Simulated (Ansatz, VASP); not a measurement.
# Two plane-wave programs on CaZn

```
Ca Zn
1.0
     3.43354    0.00000    0.00000
     0.00000    3.43354    0.00000
     0.00000    0.00000    4.12025
Ca Zn
1 1
Direct
  0.00000 0.00000 0.00000
  0.50000 0.50000 0.50000
```

Alike in both runs: task single point; functional LDA; k mesh 14 × 14 × 14; occupations gaussian, width 0.15 eV; no spin polarisation.

|  | VASP | Ansatz |
| --- | --- | --- |
| version | VASP 6.6.1 | Ansatz 0.2.0 |
| potentials or method | VASP PAW LDA potentials, release 64 (Ca_sv, Zn), cutoff 520 eV | scalar-relativistic, plane waves, PAW |
| valence electrons in the cell | 22 | 22 |

```tsv
	VASP	Ansatz	Ansatz less VASP
gap on the k mesh at the Fermi level (eV)	none	none	-
pressure (GPa)	-2.9	-3.1	-0.14
traceless stress, the component that is largest in VASP (GPa)	-2.98	-2.99	-0.009
```

LDA's correlation is that of Perdew and Zunger in VASP and of Perdew and Wang (1992) in Ansatz. A gap of «none» marks a metal or a gap that the smearing closes.
